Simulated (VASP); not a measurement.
# NaSi8O16 (a cell with a defect) in VASP: a series of runs, part 2 of 2

VASP 6.6.1. Earlier steps stand in the parts before.

**3. Single point, PBE+D3(BJ), collinear spin, zero start**

Contents of INCAR:

```
ALGO = Normal
EDIFF = 1E-7
ENCUT = 520
GGA = PE
ISIF = 2
ISMEAR = -1
ISPIN = 2
IVDW = 12
LASPH = True
LCHARG = False
LORBIT = 11
LREAL = Auto
LWAVE = False
MAGMOM = 0 0 0 0 0 0 0 0 0 0 0 0 0 0 0 0 0 0 0 0 0 0 0 0 0
NBANDS = 90
NELM = 150
PREC = Accurate
SIGMA = 0.02
```

Contents of KPOINTS:

```
k-points
0
Gamma
  2 2 2
```

Contents of POSCAR:

```
NaSi8O16
1.0
   -4.2244000000     -4.2244000000      0.0000000000
    4.2244000000     -4.2244000000      0.0000000000
    0.0000000000      0.0000000000      5.3792000000
Si O Na
8 16 1
Direct
    0.5004971120      0.4502177824     -0.0501561570
   -0.0007693400      0.4951354038      0.1869422963
    0.5235418048      0.4748011552      0.4672070196
   -0.0165704005      0.4700549190      0.6761228435
   -0.0073146482      0.0102499763     -0.0618679358
    0.5299332450      0.0076342202      0.2356670137
   -0.0118478364     -0.0042017801      0.4390801606
    0.4950880598     -0.0354724931      0.7086369720
    0.1792325537      0.4377071300     -0.0872248662
    0.0031720481      0.1897547581      0.2025580012
    0.7998650696      0.4734991952     -0.0625929506
    0.0128775684      0.7859340971      0.2049189471
    0.1927492662      0.4796775873      0.4526695419
   -0.0140848405      0.1866063820      0.6746914039
    0.7993679576      0.5145937885      0.4433744795
    0.0313772370      0.8163881261      0.7295322725
    0.6992827384     -0.0341231891     -0.0358975312
    0.4985796800      0.6774216457      0.2239738251
    0.2839929931      0.0453082094     -0.0489663891
    0.5455567655      0.2915325253      0.2149018441
    0.7021470505     -0.0195885806      0.4450847710
    0.4703744911      0.6525068649      0.7012566924
    0.3112157940      0.0351529211      0.4789373885
    0.4981180759      0.2784892529      0.6977803391
    0.2693755326      0.7243513872      0.9852208507
```

Potentials or basis: VASP PAW PBE potentials, release 64 (Si, O, Na_pv).

The run is started by

```console
> cat potpaw_PBE.64/Si/POTCAR potpaw_PBE.64/O/POTCAR potpaw_PBE.64/Na_pv/POTCAR > POTCAR
> mpirun -np 1 vasp_std > vasp.out
```

It took 9.4 min on 1 thread of Intel Xeon Platinum 8488C (Sapphire Rapids), shared host; peak memory 0.46 GiB.

The run converged. Its results:

```yaml
Free_energy: -178.7467 eV
Pressure: 29.7 GPa
Largest_force: 7.202 eV/Å
Net_moment: 0.00 μB per cell
Valence_electrons_inside_the_program's_atomic_spheres: Si 1.54, 1.44, 1.53, 1.57, 1.46 (each value once); O 5.23, 5.24, 5.21, 5.22, 5.18, 5.32, 5.30, 5.19, 5.16, 5.36, 5.25, 5.27 (each value once); Na 6.42
Dispersion_energy_per_atom: -0.255 eV
```

Forces on the atoms (eV/Å):
```
Si  -2.205 -0.648  0.082
Si  -1.448  1.718  0.704
Si   3.083  1.908 -2.399
Si  -1.032 -2.100  1.405
Si   1.200 -1.116  1.285
Si   3.221  4.584 -4.526
Si  -2.965 -1.579  1.388
Si   2.220 -1.056  0.789
O    0.390  0.651  2.775
O    0.775  1.572 -0.134
O    0.493 -1.123 -0.087
O    1.775 -0.508  0.270
O    0.997  0.693 -1.740
O    1.113  1.673  0.560
O   -1.632 -1.049  0.892
O   -0.475  3.466 -4.124
O    0.983 -0.131 -0.469
O   -0.617 -0.429  0.574
O   -2.750 -1.537  0.780
O    0.450  1.212  0.265
O   -3.169 -1.390  4.500
O    0.573 -3.383  0.325
O   -1.933  2.379 -3.373
O   -1.740 -2.138  0.139
Na   2.691 -1.667  0.118
```

Stress tensor (GPa, compression positive):
```
27.70 -3.15 -2.57
-3.15 34.57 -3.01
-2.57 -3.01 26.83
```

Levels at points of the mesh, in eV from the Fermi level:
Spin up:
```csv
k point,band 63,band 64,band 65,band 66,band 67,band 68,band 69,band 70,band 71,band 72
"(0.00, 0.00, 0.00)",-6.88,-6.44,-6.37,-5.93,-5.64,-1.12,-0.08,0.10,0.54,0.97
"(0.50, 0.00, 0.00)",-6.97,-6.54,-6.48,-6.16,-6.12,-0.15,0.10,0.35,0.51,1.46
"(0.00, 0.50, 0.00)",-6.92,-6.75,-6.53,-6.28,-6.08,-0.20,0.19,0.76,0.78,1.06
"(0.50, 0.50, 0.00)",-6.82,-6.66,-6.49,-6.12,-6.06,0.22,0.62,0.91,0.94,1.44
"(0.00, 0.00, 0.50)",-6.75,-6.58,-6.37,-6.11,-5.96,0.34,0.52,0.72,0.94,1.89
"(0.50, 0.00, 0.50)",-6.66,-6.46,-6.35,-6.12,-5.94,0.44,0.48,0.94,1.16,1.79
"(0.00, 0.50, 0.50)",-6.79,-6.64,-6.35,-6.15,-5.97,0.47,0.85,1.14,1.48,1.96
"(0.50, 0.50, 0.50)",-6.84,-6.71,-6.55,-6.27,-6.16,0.85,1.13,1.40,1.79,2.14
```
Spin down:
| k point | band 64 | band 65 | band 66 | band 67 | band 68 | band 69 | band 70 | band 71 |
| --- | --- | --- | --- | --- | --- | --- | --- | --- |
| (0.00, 0.00, 0.00) | -6.44 | -6.37 | -5.93 | -5.64 | -1.12 | -0.08 | 0.10 | 0.54 |
| (0.50, 0.00, 0.00) | -6.54 | -6.48 | -6.16 | -6.12 | -0.15 | 0.10 | 0.35 | 0.51 |
| (0.00, 0.50, 0.00) | -6.75 | -6.53 | -6.28 | -6.08 | -0.20 | 0.19 | 0.76 | 0.78 |
| (0.50, 0.50, 0.00) | -6.66 | -6.49 | -6.12 | -6.06 | 0.22 | 0.62 | 0.91 | 0.94 |
| (0.00, 0.00, 0.50) | -6.58 | -6.37 | -6.11 | -5.96 | 0.34 | 0.52 | 0.72 | 0.94 |
| (0.50, 0.00, 0.50) | -6.46 | -6.35 | -6.12 | -5.94 | 0.44 | 0.48 | 0.94 | 1.16 |
| (0.00, 0.50, 0.50) | -6.64 | -6.35 | -6.15 | -5.97 | 0.47 | 0.85 | 1.14 | 1.48 |
| (0.50, 0.50, 0.50) | -6.71 | -6.55 | -6.27 | -6.16 | 0.85 | 1.13 | 1.40 | 1.79 |

Caveat: the k points lie up to 0.58 Å⁻¹ apart; no moment was typed at the start, so none could form.

**4. Single point, PBE+D3(BJ), collinear spin, zero start**

Contents of INCAR:

```
PREC = Accurate
ENCUT = 520
EDIFF = 1E-6
ISMEAR = -1
SIGMA = 0.02
LREAL = Auto
LASPH = T
NELM = 150
ALGO = Normal
ISIF = 2
LWAVE = F
LCHARG = F
ISPIN = 2
MAGMOM = 0 0 0 0 0 0 0 0 0 0 0 0 0 0 0 0 0 0 0 0 0 0 0 0 0
LORBIT = 11
GGA = PE
IVDW = 12
NBANDS = 90
```

Contents of KPOINTS:

```
Automatic mesh
0
Gamma
  2 2 2
```

Contents of POSCAR:

```
NaSi8O16
1.0
   -4.2244000000     -4.2244000000      0.0000000000
    4.2244000000     -4.2244000000      0.0000000000
    0.0000000000      0.0000000000      5.3792000000
Si O Na
8 16 1
Direct
    0.5195057286      0.4376952940     -0.0641359310
   -0.0188784206      0.4553664426      0.2098639203
    0.4961651359      0.4860098476      0.4420731707
    0.0087231323      0.4484778904      0.7092690363
   -0.0361589812      0.0272583089     -0.0387046401
    0.4910046397     -0.0009705520      0.1972040452
   -0.0243229808     -0.0384078212      0.4692147531
    0.4933955118      0.0017990721      0.6513793873
    0.1955543983      0.3993466528     -0.0200959250
   -0.0401950573      0.1871271660      0.2208320940
    0.8050255658      0.4739489632     -0.0804766508
   -0.0139191364      0.8153347221      0.2061273052
    0.2005610264      0.4825418994      0.4740853659
   -0.0106997443      0.1473818767      0.6868865259
    0.8014510936      0.4825655714      0.4785655860
    0.0045450241      0.7645819525      0.6909577632
    0.6675385854     -0.0123212764     -0.0617563950
    0.5056221002      0.6388481204      0.1803985723
    0.2891298173      0.0128538964     -0.0528331350
    0.5091373923      0.2819098570      0.1901212076
    0.6952229902     -0.0430120254      0.4339492861
    0.4518274785      0.6632184452      0.6957540155
    0.2864193732     -0.0239915728      0.4322389946
    0.5160732885      0.2797793770      0.6603770077
    0.2410046397      0.7038869425      0.9769668352
```

The run is started by

```console
> cat potpaw_PBE.64/Si/POTCAR potpaw_PBE.64/O/POTCAR potpaw_PBE.64/Na_pv/POTCAR > POTCAR
> mpirun -np 1 vasp_std > vasp.out
```

Run time: 8 min. Hardware: 1 thread of Intel Xeon Platinum 8488C (Sapphire Rapids), shared host; peak memory 0.45 GiB.

It converged, with:

```yaml
Free_energy: -179.2016 eV
Pressure: 31.1 GPa
Largest_force: 6.058 eV/Å
Net_moment: 0.00 μB per cell
Valence_electrons_inside_the_program's_atomic_spheres: Si 1.51, 1.56, 1.49, 1.50, 1.59 (each value once); O 5.20, 5.33, 5.26, 5.22, 5.21, 5.36, 5.19, 5.23, 5.17, 5.32, 5.29 (each value once); Na 6.37
Dispersion_energy_per_atom: -0.255 eV
```

Forces on the atoms (eV/Å):
```
Si   1.724 -1.486 -1.078
Si   1.977 -2.185  2.197
Si   0.381 -0.685  0.298
Si   1.545 -1.473 -2.174
Si  -4.106  2.469  2.050
Si  -0.138  1.575 -3.096
Si  -3.303  0.392 -2.803
Si  -1.096  3.202  5.024
O    0.709  0.873 -3.503
O   -1.338  1.872  0.379
O   -0.270  1.050  1.967
O   -0.552  0.968 -2.116
O   -0.584  2.797 -2.340
O    3.194 -2.500  0.723
O   -0.144  0.180 -2.071
O    1.254 -0.351  1.814
O   -1.340 -1.219 -0.765
O    1.420 -2.347  0.580
O    0.437 -1.309 -0.319
O   -2.066  0.726  2.638
O    2.829  2.212  0.781
O   -2.190 -2.776  0.129
O   -1.044 -2.296 -0.013
O   -0.102  0.996  1.437
Na   2.803 -0.686  0.261
```

Stress tensor (GPa, compression positive):
```
 29.17 -12.35   4.04
-12.35  37.79  -1.68
  4.04  -1.68  26.21
```

Levels at points of the mesh, in eV from the Fermi level:
Spin up:
```csv
k point,band 63,band 64,band 65,band 66,band 67,band 68,band 69,band 70,band 71,band 72
"(0.00, 0.00, 0.00)",-6.56,-6.47,-6.18,-5.78,-5.52,-1.10,-0.02,0.34,0.73,0.85
"(0.50, 0.00, 0.00)",-6.77,-6.73,-6.21,-6.14,-5.79,-0.29,0.02,0.80,1.05,1.12
"(0.00, 0.50, 0.00)",-6.78,-6.60,-6.36,-6.12,-5.96,-0.16,0.11,0.41,1.10,1.19
"(0.50, 0.50, 0.00)",-6.75,-6.62,-6.33,-6.16,-5.85,0.14,0.46,0.95,1.23,1.47
"(0.00, 0.00, 0.50)",-6.53,-6.33,-6.15,-6.03,-5.83,0.27,0.71,0.96,1.45,1.74
"(0.50, 0.00, 0.50)",-6.67,-6.45,-6.07,-6.04,-5.79,0.30,0.75,0.97,1.62,2.19
"(0.00, 0.50, 0.50)",-6.67,-6.50,-6.13,-6.07,-5.87,0.54,1.02,1.24,1.49,2.14
"(0.50, 0.50, 0.50)",-6.83,-6.62,-6.41,-6.26,-6.04,0.76,1.22,1.41,2.11,2.23
```
Spin down:
| k point | band 65 | band 66 | band 67 | band 68 | band 69 | band 70 |
| --- | --- | --- | --- | --- | --- | --- |
| (0.00, 0.00, 0.00) | -6.18 | -5.78 | -5.52 | -1.10 | -0.02 | 0.34 |
| (0.50, 0.00, 0.00) | -6.21 | -6.14 | -5.79 | -0.29 | 0.02 | 0.80 |
| (0.00, 0.50, 0.00) | -6.36 | -6.12 | -5.96 | -0.16 | 0.11 | 0.41 |
| (0.50, 0.50, 0.00) | -6.33 | -6.16 | -5.85 | 0.14 | 0.46 | 0.95 |
| (0.00, 0.00, 0.50) | -6.15 | -6.03 | -5.83 | 0.27 | 0.71 | 0.96 |
| (0.50, 0.00, 0.50) | -6.07 | -6.04 | -5.79 | 0.30 | 0.75 | 0.97 |
| (0.00, 0.50, 0.50) | -6.13 | -6.07 | -5.87 | 0.54 | 1.02 | 1.24 |
| (0.50, 0.50, 0.50) | -6.41 | -6.26 | -6.04 | 0.76 | 1.22 | 1.41 |

Caveat: the k points lie up to 0.58 Å⁻¹ apart; no moment was typed at the start, so none could form.

**5. Summary**

```tsv
cell	gap on the mesh (eV)	pressure (GPa)	moment (μB)	largest force (eV/Å)
as given, atomic positions A	none	29.3	0.00	5.21
as given, atomic positions B	none	29.7	0.00	7.20
as given, atomic positions C	none	31.1	0.00	6.06
```

Alike in all rows: task single point; level PBE+D3(BJ); potentials or basis VASP PAW PBE potentials, release 64 (Si, O, Na_pv); spin collinear, zero start; k mesh 2 × 2 × 2; cutoff (eV) 520; smearing fermi-dirac 0.02 eV.

Caveats: all runs use coarse meshes; no moment was typed at the start, so none could form.

Absolute energies hang on the potentials; compare differences alone.
